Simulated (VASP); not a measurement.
# SnSe (Cmcm) in VASP: further runs

Aim: see how the results for SnSe move with the level of theory and the settings. Levels: PBE+D4, PBE+D3(BJ). Tasks: relaxation of cell and atoms.

All numbers are computed with VASP 6.6.1; they aren't measurements. Logs are shortened: lines on timing, memory, paths and dates and some standing lists are left out, and cuts for length are marked.

## 1. The cell of the first run

It takes space group Cmcm (No. 63, orthorhombic). The conventional cell has a = 4.228 Å, b = 11.596 Å, c = 4.227 Å, α = 90.00°, β = 90.00°, γ = 90.00°. Within 3.8 Å of Sn (site symmetry m2m) lie 7 Se at 2.74 to 3.72 Å and 2 Sn at 3.56 Å. Within 4.0 Å of Se (site symmetry m2m) lie 7 Sn at 2.74 to 3.72 Å and 6 Se at 3.89 to 3.92 Å.

## 2. Relaxation of cell and atoms, PBE+D4

Contents of INCAR:

```
PREC = Accurate
ENCUT = 600
EDIFF = 1E-7
ISMEAR = -1
SIGMA = 0.02
LREAL = False
LASPH = True
NELM = 80
ALGO = Normal
ISIF = 3
LWAVE = False
LCHARG = False
GGA = PE
IVDW = 13
IBRION = 2
NSW = 80
EDIFFG = -0.005
```

Contents of KPOINTS:

```
regular mesh
0
Gamma
  6 6 6
```

Contents of POSCAR:

```
SnSe
1.0
    2.1141105664     -5.7978901006      0.0000000000
    2.1141105664      5.7978901006      0.0000000000
    0.0000000000      0.0000000000      4.2271586084
Sn Se
2 2
Direct
    0.8766232407      0.1233767593      0.2500000000
    0.1233767593      0.8766232407      0.7500000000
    0.6407479092      0.3592520908      0.2500000000
    0.3592520908      0.6407479092      0.7500000000
```

Potentials or basis: VASP PAW PBE potentials, release 64 (Sn_d, Se).

Started as:

```bash
cat potpaw_PBE.64/Sn_d/POTCAR potpaw_PBE.64/Se/POTCAR > POTCAR
mpirun -np 1 vasp_std > vasp.out
```

OUTCAR:

```text
PREC = Accurate
   ENCUT = 600
   EDIFF = 1E-7
   ISMEAR = -1
   LREAL = False
   LASPH = True
   NELM = 80
   ISIF = 3
   GGA = PE
   IVDW = 13
   IBRION = 2
   NSW = 80
   EDIFFG = -0.005

 ion  position               nearest neighbor table
   1  0.877  0.123  0.250-   3 2.74   4 3.00   4 3.00   4 3.00   4 3.00   2 3.56   2 3.56
   2  0.123  0.877  0.750-   4 2.74   3 3.00   3 3.00   3 3.00   3 3.00   1 3.56   1 3.56
   3  0.641  0.359  0.250-   1 2.74   2 3.00   2 3.00   2 3.00   2 3.00
   4  0.359  0.641  0.750-   2 2.74   1 3.00   1 3.00   1 3.00   1 3.00

  LATTYP: Found a base centered orthorhombic cell.
 ALAT       =     4.2282211328
 B/A-ratio  =     2.7424725049
 C/A-ratio  =     0.9997487065

  Lattice vectors:

 A1 = (   2.1141105664,  -5.7978901006,   0.0000000000)
 A2 = (   2.1141105664,   5.7978901006,   0.0000000000)
 A3 = (   0.0000000000,   0.0000000000,   4.2271586084)

Analysis of symmetry for initial positions (statically):
=====================================================================
 Subroutine PRICEL returns:
 Original cell was already a primitive cell.

 Routine SETGRP: Setting up the symmetry group for a
 base centered orthorhombic supercell.

 Subroutine GETGRP returns: Found  8 space group operations
 (whereof  4 operations were pure point group operations)
 out of a pool of  8 trial point group operations.

The static configuration has the point symmetry C_2h.
 The point group associated with its full space group is D_2h.

Analysis of symmetry for dynamics (positions and initial velocities):
=====================================================================
 Subroutine PRICEL returns:
 Original cell was already a primitive cell.

 Routine SETGRP: Setting up the symmetry group for a
 base centered orthorhombic supercell.

 Subroutine GETGRP returns: Found  8 space group operations
 (whereof  4 operations were pure point group operations)
 out of a pool of  8 trial point group operations.

The dynamic configuration has the point symmetry C_2h.
 The point group associated with its full space group is D_2h.

 Subroutine INISYM returns: Found  8 space group operations
 (whereof  4 operations are pure point group operations),
 and found     1 'primitive' translations

----------------------------------------------------------------------------------------

                                     Primitive cell

  volume of cell :     103.6278

  direct lattice vectors                    reciprocal lattice vectors
     2.114110566 -5.797890101  0.000000000     0.236506079 -0.086238268  0.000000000
     2.114110566  5.797890101  0.000000000     0.236506079  0.086238268  0.000000000
     0.000000000  0.000000000  4.227158608     0.000000000  0.000000000  0.236565526

  length of vectors
     6.171304004  6.171304004  4.227158608     0.251738285  0.251738285  0.236565526

  position of ions in fractional coordinates (direct lattice)
     0.876623241  0.123376759  0.250000000
     0.123376759  0.876623241  0.750000000
     0.640747909  0.359252091  0.250000000
     0.359252091  0.640747909  0.750000000

  ion indices of the primitive-cell ions
   primitive index   ion index
                 1           1
                 2           2
                 3           3
                 4           4

----------------------------------------------------------------------------------------

 KPOINTS: regular mesh

Automatic generation of k-mesh.
 Grid dimensions read from file:
 generate k-points for:    6    6    6

 Generating k-lattice:

  Cartesian coordinates                     Fractional coordinates (reciprocal lattice)
     0.039417680 -0.014373045  0.000000000     0.166666667  0.000000000  0.000000000
     0.039417680  0.014373045  0.000000000     0.000000000  0.166666667  0.000000000
     0.000000000  0.000000000  0.039427588     0.000000000  0.000000000  0.166666667

  Length of vectors
     0.041956381  0.041956381  0.039427588

  Shift w.r.t. Gamma in fractional coordinates (k-lattice)
     0.000000000  0.000000000  0.000000000

 Subroutine IBZKPT returns following result:
 ===========================================

 Found     52 irreducible k-points:

 Following reciprocal coordinates:
            Coordinates               Weight
  0.000000  0.000000  0.000000      1.000000
  0.166667  0.000000  0.000000      4.000000
  0.333333  0.000000  0.000000      4.000000
  0.500000  0.000000  0.000000      2.000000
  0.166667  0.166667  0.000000      2.000000
  0.333333  0.166667  0.000000      4.000000
[... 16 lines left out ...]
  0.333333  0.333333  0.166667      4.000000
  0.500000  0.333333  0.166667      8.000000
 [... further k-points ...]
   k-points           NKPTS =     52   k-points in BZ     NKDIM =     52   number of bands    NBANDS=     24
   number of dos      NEDOS =    301   number of ions     NIONS =      4
   total plane-waves  NPLWV =  90000
   dimension x,y,z NGX =    50 NGY =   50 NGZ =   36
   dimension x,y,z NGXF=   100 NGYF=  100 NGZF=   72
   ions per type =               2   2
   NGX,Y,Z   is equivalent  to a cutoff of  13.47, 13.47, 14.16 a.u.
   NGXF,Y,Z  is equivalent  to a cutoff of  26.94, 26.94, 28.32 a.u.
 SYSTEM =  unknown system
   PREC   = accura    normal or accurate (medium, high low for compatibility)
   ISTART =      0    job   : 0-new  1-cont  2-samecut
   ICHARG =      2    charge: 1-file 2-atom 10-const
   ISPIN  =      1    spin polarized calculation?
   LNONCOLLINEAR =      F non collinear calculations
   LSORBIT =      F    spin-orbit coupling
   LASPH  =      T    aspherical Exc in radial PAW
   ENCUT  =  600.0 eV  44.10 Ry    6.64 a.u.  12.33 12.33  8.44*2*pi/ulx,y,z
   NELM   =     80;   NELMIN=  2; NELMDL= -5     # of ELM steps
   EDIFF  = 0.1E-06   stopping-criterion for ELM
   LREAL  =      F    real-space projection
   EDIFFG = -.5E-02   stopping-criterion for IOM
   NSW    =     80    number of steps for IOM
   IBRION =      2    ionic relax: 0-MD 1-quasi-New 2-CG
   NFREE  =      1    steps in history (QN), initial steepest desc. (CG)
   ISIF   =      3    stress and relaxation
   ISYM   =      2    0-nonsym 1-usesym 2-fastsym
   POTIM  = 0.5000    time-step for ionic-motion
   TEBEG  =    0.0;   TEEND  =   0.0 temperature during run
   PSTRESS=    0.0 pullay stress
   NELECT =      40.0000    total number of electrons
   NUPDOWN=      -1.0000    fix difference up-down
   EMIN   =  10.00;   EMAX   =-10.00  energy-range for DOS
   EFERMI =   0.00;   METHOD = LEGACY
   ISMEAR =    -1;   SIGMA  =   0.02  broadening in eV -4-tet -1-fermi 0-gaus
   EFERMI_NEDOS =   21; number of points for ismear=-14 and -15
   IALGO  =     38    algorithm
   IMIX   =      4    mixing-type and parameters
     AMIX     =   0.40;   BMIX     =  1.00
     AMIX_MAG =   1.60;   BMIX_MAG =  1.00
  volume/ion in A,a.u.               =      25.91       174.83
  Fermi-wavevector in a.u.,A,eV,Ry     =   1.191981  2.252518 19.331420  1.420819
  Thomas-Fermi vector in A             =   2.328030
   LORBIT       =      0    0 simple, 1 ext, 2 COOP (PROOUT), +10 PAW based schemes
   GGA     = PE    functional components
   LHFCALC =     F    Hartree Fock is set to
   AEXX    =    0.0000 exact exchange contribution
   IVDW    =    13    specifies the selected vdW correction
   LEPSILON=     F    determine dielectric tensor
   LRPA    =     F    only Hartree local field effects (RPA)
 conjugate gradient relaxation of ions
 non-spin polarized calculation
  energy-cutoff  :      600.00
  volume of cell :      103.63
 maximum number of plane-waves:      3497
 NGX is ok and might be reduce to    50
   NGX = 25   NGY = 25   NGZ = 17

--------------------------------------- Ionic step        1  -------------------------------------------

 number of electron      40.0000000 magnetization

 Free energy of the ion-electron system (eV)
  ---------------------------------------------------
  ext. energy  EPLUGINS =         0.00000000
  ---------------------------------------------------
  free energy    TOTEN  =       -16.34863618 eV

  energy without entropy =      -16.34850899  energy(sigma->0) =      -16.34857258

------------------------ aborting loop because EDIFF is reached ----------------------------------------

  DFT-D4 for vdW energy calculation

  Edisp (eV):   -1.63311

  FORCE on cell =-STRESS in cart. coord.  units (eV):
  Direction    XX          YY          ZZ          XY          YZ          ZX
  --------------------------------------------------------------------------------------
  -------------------------------------------------------------------------------------
  Total      -0.02227    -0.00115    -0.02341     0.00000     0.00000     0.00000
  in kB      -0.34437    -0.01779    -0.36194     0.00000     0.00000     0.00000
  external pressure =       -0.24 kB  Pullay stress =        0.00 kB
[... 107 lines left out ...]
  energy  without entropy=      -17.9816238527  energy(sigma->0) =      -17.98169630

--------------------------------------- Ionic step        4  -------------------------------------------

 number of electron      40.0000001 magnetization

 Free energy of the ion-electron system (eV)
  ---------------------------------------------------
  ext. energy  EPLUGINS =         0.00000000
  ---------------------------------------------------
  free energy    TOTEN  =       -16.34709556 eV

  energy without entropy =      -16.34695331  energy(sigma->0) =      -16.34702443

 E-fermi :   6.0756     XC(G=0):  -9.8739

 val. band max:        6.0182975727   @ k =   0.5000   0.5000   0.3333
 cond. band min:       6.1180282497   @ k =   0.5000   0.5000   0.0000
 fundamental gap:      0.0997306770
 Fermi energy:         6.0755851209

 k-point     1 :       0.0000    0.0000    0.0000
  band No.  band energies     occupation
      1     -15.6088      2.00000
      2     -15.6061      2.00000
      3     -15.5941      2.00000
      4     -15.5916      2.00000
      5     -15.5882      2.00000
      6     -15.5821      2.00000
[... 637 lines left out ...]
     23       8.9483      0.00000
     24       9.3250      0.00000

 [... further k-points ...]

------------------------ aborting loop because EDIFF is reached ----------------------------------------

  DFT-D4 for vdW energy calculation

  Edisp (eV):   -1.63469

  FORCE on cell =-STRESS in cart. coord.  units (eV):
  Direction    XX          YY          ZZ          XY          YZ          ZX
  --------------------------------------------------------------------------------------
  -------------------------------------------------------------------------------------
  Total       0.00574    -0.01664     0.00519     0.00000     0.00000     0.00000
  in kB       0.08877    -0.25752     0.08040     0.00000     0.00000     0.00000
  external pressure =       -0.03 kB  Pullay stress =        0.00 kB
[... 19 lines left out ...]
  FREE ENERGIE OF THE ION-ELECTRON SYSTEM (eV)
  ---------------------------------------------------
  free  energy   TOTEN  =       -17.9817812751 eV

  energy  without entropy=      -17.9816390274  energy(sigma->0) =      -17.98171015

 reached required accuracy - stopping structural energy minimisation
```

It took 13 min on 1 thread of Oxide Virtual Turin-like, shared host; peak memory 0.36 GiB.

What came out:

```yaml
Free_energy: -17.9818 eV
Relaxed_volume: 25.88 Å³/atom
Relaxed_cell: a = 6.170 Å, b = 6.170 Å, c = 4.225 Å, α = 90.00°, β = 90.00°, γ = 139.94°
Space_group_after_relaxing_to_0.1_Å: Cmcm (No. 63)
Energy_gained_by_relaxing: 0.0 meV/atom
Ionic_steps: 4
Pressure_after_relaxing: 0.0 GPa
Largest_force_after_relaxing: 0.005 eV/Å
Band_gap_on_the_k_mesh: 0.10 eV (least direct gap 0.21 eV)
Dispersion_energy_per_atom: -0.409 eV
```

Forces in eV/Å, atoms in the order of the input:
```
Sn   0.000 -0.005  0.000
Sn   0.000  0.005  0.000
Se   0.000 -0.001  0.000
Se   0.000  0.001  0.000
```

Final structure:
```
Sn Se
1.0
     2.11334   -5.79648    0.00000
     2.11334    5.79648    0.00000
     0.00000    0.00000    4.22540
Sn Se
2 2
Direct
  0.87676 0.12324 0.25000
  0.12324 0.87676 0.75000
  0.64069 0.35931 0.25000
  0.35931 0.64069 0.75000
```

Caveat: semilocal functionals underestimate gaps, and a narrow one can read as zero; spin-orbit coupling is left out, which moves the levels of the heavy elements. A k mesh can miss the band edges.

## 3. Relaxation of cell and atoms, PBE+D3(BJ)

This run uses another cell than the first one, of 27.23 Å³/atom.

Contents of INCAR:

```
ALGO = Normal
EDIFF = 1E-7
EDIFFG = -0.005
ENCUT = 600
GGA = PE
IBRION = 2
ISIF = 3
ISMEAR = -1
IVDW = 12
LASPH = True
LCHARG = False
LREAL = False
LWAVE = False
NELM = 80
NSW = 80
PREC = Accurate
SIGMA = 0.02
```

Contents of KPOINTS:

```
k-points
0
Gamma
  6 6 6
```

Contents of POSCAR:

```
SnSe
1.0
    2.1550000000     -5.8525000000      0.0000000000
    2.1550000000      5.8525000000      0.0000000000
    0.0000000000      0.0000000000      4.3180000000
Sn Se
2 2
Direct
    0.8800000000      0.1200000000      0.2500000000
    0.1200000000      0.8800000000      0.7500000000
    0.6440000000      0.3560000000      0.2500000000
    0.3560000000      0.6440000000      0.7500000000
```

Potentials or basis: VASP PAW PBE potentials, release 64 (Sn_d, Se).

Started as:

```bash
cat potpaw_PBE.64/Sn_d/POTCAR potpaw_PBE.64/Se/POTCAR > POTCAR
mpirun -np 1 vasp_std > vasp.out
```

OUTCAR:

```text
EDIFF = 1E-7
   EDIFFG = -0.005
   ENCUT = 600
   GGA = PE
   IBRION = 2
   ISIF = 3
   ISMEAR = -1
   IVDW = 12
   LASPH = True
   LREAL = False
   NELM = 80
   NSW = 80
   PREC = Accurate
 IVDW          = 12

 ion  position               nearest neighbor table
   1  0.880  0.120  0.250-   3 2.76   4 3.06   4 3.06   4 3.06   4 3.06   2 3.54   2 3.54
   2  0.120  0.880  0.750-   4 2.76   3 3.06   3 3.06   3 3.06   3 3.06   1 3.54   1 3.54
   3  0.644  0.356  0.250-   1 2.76   2 3.06   2 3.06   2 3.06   2 3.06
   4  0.356  0.644  0.750-   2 2.76   1 3.06   1 3.06   1 3.06   1 3.06

  LATTYP: Found a base centered orthorhombic cell.
 ALAT       =     4.3100000000
 B/A-ratio  =     2.7157772622
 C/A-ratio  =     1.0018561485

  Lattice vectors:

 A1 = (   2.1550000000,  -5.8525000000,   0.0000000000)
 A2 = (   2.1550000000,   5.8525000000,   0.0000000000)
 A3 = (   0.0000000000,   0.0000000000,   4.3180000000)

Analysis of symmetry for initial positions (statically):
=====================================================================
 Subroutine PRICEL returns:
 Original cell was already a primitive cell.

 Routine SETGRP: Setting up the symmetry group for a
 base centered orthorhombic supercell.

 Subroutine GETGRP returns: Found  8 space group operations
 (whereof  4 operations were pure point group operations)
 out of a pool of  8 trial point group operations.

[... 167 lines left out ...]
  free energy    TOTEN  =       -16.36658122 eV

  energy without entropy =      -16.36657830  energy(sigma->0) =      -16.36657976

------------------------ aborting loop because EDIFF is reached ----------------------------------------

 Edisp (eV)   -1.41916

 E8    (eV) :    -0.6402
[... 111 lines left out ...]
  FREE ENERGIE OF THE ION-ELECTRON SYSTEM (eV)
  ---------------------------------------------------
  free  energy   TOTEN  =       -17.8356423150 eV

  energy  without entropy=      -17.8355638189  energy(sigma->0) =      -17.83560307

[... ionic steps 4 to 12 ...]

--------------------------------------- Ionic step       13  -------------------------------------------

 number of electron      40.0000002 magnetization

------------------------ aborting loop because EDIFF is reached ----------------------------------------
[... 79 lines left out ...]
--------------------------------------- Ionic step       15  -------------------------------------------

 number of electron      40.0000002 magnetization

 Free energy of the ion-electron system (eV)
  ---------------------------------------------------
  ext. energy  EPLUGINS =         0.00000000
  ---------------------------------------------------
  free energy    TOTEN  =       -16.34919685 eV

  energy without entropy =      -16.34906289  energy(sigma->0) =      -16.34912987

 E-fermi :   6.0564     XC(G=0):  -9.8685

 val. band max:        5.9973732855   @ k =   0.5000   0.5000   0.3333
 cond. band min:       6.1007015078   @ k =   0.5000   0.5000   0.0000
 fundamental gap:      0.1033282223
 Fermi energy:         6.0564207643

 k-point     1 :       0.0000    0.0000    0.0000
  band No.  band energies     occupation
      1     -15.6234      2.00000
      2     -15.6210      2.00000
      3     -15.6089      2.00000
      4     -15.6062      2.00000
      5     -15.6030      2.00000
      6     -15.5964      2.00000
[... 637 lines left out ...]
     23       8.9322      0.00000
     24       9.3049      0.00000

 [... further k-points ...]

------------------------ aborting loop because EDIFF is reached ----------------------------------------

 Edisp (eV)   -1.49174

 E8    (eV) :    -0.6723
[... 27 lines left out ...]
  FREE ENERGIE OF THE ION-ELECTRON SYSTEM (eV)
  ---------------------------------------------------
  free  energy   TOTEN  =       -17.8409321653 eV

  energy  without entropy=      -17.8407982128  energy(sigma->0) =      -17.84086519

 reached required accuracy - stopping structural energy minimisation
```

CONTCAR:

```text
SnSe
   1.00000000000000
     2.1137520059870232   -5.7966682882892551   -0.0000000000000000
     2.1137520059870232    5.7966682882892551    0.0000000000000000
     0.0000000000000000    0.0000000000000000    4.2294526076429548
  Sn              Se
     2     2
Direct
     0.8769528988412045    0.1230471011587952    0.2500000000000000
     0.1230471011587952    0.8769528988412045    0.7500000000000000
     0.6408487585317191    0.3591512414682809    0.2500000000000000
     0.3591512414682809    0.6408487585317191    0.7500000000000000

  0.00000000E+00  0.00000000E+00  0.00000000E+00
  0.00000000E+00  0.00000000E+00  0.00000000E+00
  0.00000000E+00  0.00000000E+00  0.00000000E+00
  0.00000000E+00  0.00000000E+00  0.00000000E+00
```

It took 46 min on 1 thread of Oxide Virtual Turin-like, shared host; peak memory 0.38 GiB.

Results:

```
Free energy                           : -17.8409 eV
Relaxed volume                        : 25.91 Å³/atom
Relaxed cell                          : a = 6.170 Å, b = 6.170 Å, c = 4.229 Å, α = 90.00°, β = 90.00°, γ = 139.93°
Space group after relaxing (to 0.1 Å) : Cmcm (No. 63)
Energy gained by relaxing             : 13.8 meV/atom
Ionic steps                           : 15
Pressure after relaxing               : 0.0 GPa
Largest force after relaxing          : 0.004 eV/Å
Band gap on the k mesh                : 0.10 eV (least direct gap 0.22 eV)
Dispersion energy per atom            : -0.373 eV
```

Forces in eV/Å, atoms in the order of the input:
```
Sn   0.000  0.004  0.000
Sn   0.000 -0.004  0.000
Se   0.000  0.002  0.000
Se   0.000 -0.002  0.000
```

The path:
```csv
step,energy change (eV),largest force (eV/Å),pressure (GPa),volume (Å³)
1,0.0000,0.2618,-2.57,108.92
2,-0.0462,0.1831,0.88,102.17
3,-0.0499,0.1316,0.08,103.54
4,-0.0524,0.0539,0.02,103.45
5,-0.0525,0.0426,0.01,103.43
6,-0.0529,0.0402,0.01,103.46
7,-0.0539,0.0335,-0.02,103.53
8,-0.0549,0.0205,-0.07,103.69
9,-0.0549,0.0239,0.21,103.23
10,-0.0550,0.0127,0.07,103.45
11,-0.0552,0.0043,0.02,103.61
12,-0.0552,0.0044,0.02,103.59
13,-0.0552,0.0039,0.01,103.59
14,-0.0552,0.0028,-0.02,103.67
15,-0.0552,0.0037,-0.01,103.64
```

Final structure:
```
Sn Se
1.0
     2.11375   -5.79667    0.00000
     2.11375    5.79667    0.00000
     0.00000    0.00000    4.22945
Sn Se
2 2
Direct
  0.87695 0.12305 0.25000
  0.12305 0.87695 0.75000
  0.64085 0.35915 0.25000
  0.35915 0.64085 0.75000
```

Caveat: semilocal functionals underestimate gaps, and a narrow one can read as zero; spin-orbit coupling is left out, which moves the levels of the heavy elements. A k mesh can miss the band edges.
